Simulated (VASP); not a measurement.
Runs of VASP 6.6.1 on CdS (zincblende type). The structure is that of space group F-43m (No. 216), or close to it. The cells are those of the table. 

```csv
task,cell,cutoff (eV),gap on the mesh (eV),pressure (GPa)
single point,"a = 3.312 Å, angles 60.0°, 2 atoms",520,1.75,184.6
single point,"a = 3.622 Å, angles 60.0°, 2 atoms",520,1.65,59.3
single point,"a = 3.886 Å, angles 60.0°, 2 atoms",520,1.35,16.8
relaxation of cell and atoms,"relaxed from a = 4.120 Å, angles 60.0°, 2 atoms",600,(c),0.0
single point,"a = 3.156 Å, angles 60.0°, 2 atoms",520,(b),(a)
```

Alike in all rows: level PBEsol; potentials or basis VASP PAW PBE potentials, release 64 (Cd, S); no spin polarisation; k mesh 11 × 11 × 11; smearing fermi-dirac 0.08 eV.

Fill in the values left out.

(a) 312.1; (b) 1.24; (c) 1.01.

Caveats: the PAW data sets were made with another functional, which shifts forces and pressure a little.

A k mesh can miss the band edges, and the runs leave out spin-orbit coupling on Cd.
